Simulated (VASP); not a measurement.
PbS, 4 atoms in the cell. The typed cell holds 4 atoms: a = 4.199 Å, b = 4.199 Å, c = 5.955 Å, α = 90.03°, β = 90.03°, γ = 90.00°. 

```yaml
Program: VASP 6.6.1
Task: single point
Functional: PBE
Potentials_or_basis: VASP PAW PBE potentials, release 64 (Pb_d, S)
Cutoff: 520 eV
k_mesh: 4 × 4 × 2
Occupations: gaussian, width 0.01 eV
Spin: no spin polarisation
Dipole_correction: no
Further_INCAR_settings: ALGO = Normal; EDIFF = 1e-07; NBANDS = 28
```

Potentials or basis: VASP PAW PBE potentials, release 64 (Pb_d, S).

Launch:

```sh
$ cat potpaw_PBE.64/Pb_d/POTCAR potpaw_PBE.64/S/POTCAR > POTCAR
$ mpirun -np 1 vasp_std > vasp.out
```

Hardware: 1 thread of Intel Xeon 8259CL (shared host).

How long does it take, and how much memory?

Run time: 52 s on 1 thread of Intel Xeon 8259CL, on a shared host, peak memory 0.22 GiB. Counts: scf iterations 14, k points 14.
